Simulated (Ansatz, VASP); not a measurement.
**ZnCu in VASP and in Ansatz**

```
CELL_PARAMETERS angstrom
2.96233 0.41372 0.41372
0.41372 2.96233 0.41372
0.41372 0.41372 2.96233
ATOMIC_POSITIONS crystal
Zn 0.50000 0.50000 0.50000
Cu 0.00000 0.00000 0.00000
```

Alike in both runs: task single point; functional PBE; k mesh 16 × 16 × 16; occupations gaussian, width 0.15 eV; no spin polarisation.

|  | VASP | Ansatz |
| --- | --- | --- |
| version | VASP 6.6.1 | Ansatz 0.2.0 |
| potentials or method | VASP PAW PBE potentials, release 64 (Zn, Cu), cutoff 520 eV | scalar-relativistic, plane waves, PAW |
| valence electrons in the cell | 23 | 31 |

VASP gave:

```
gap on the k mesh at the Fermi level (eV)                     : none
pressure (GPa)                                                : 22.6
traceless stress, the component that is largest in VASP (GPa) : -8.07
```

Problem. Estimate Ansatz's values.

Solution. gap on the k mesh at the Fermi level (eV): none; pressure (GPa): 21.6; traceless stress, the component that is largest in VASP (GPa): -8.00.

A gap of «none» marks a metal or a gap that the smearing closes. With one functional, cell and mesh, what is left measures potentials, basis and numerics. VASP's potentials hold 23 valence electrons a cell and Ansatz's 31, so a difference there can come from the potentials and not from the codes.
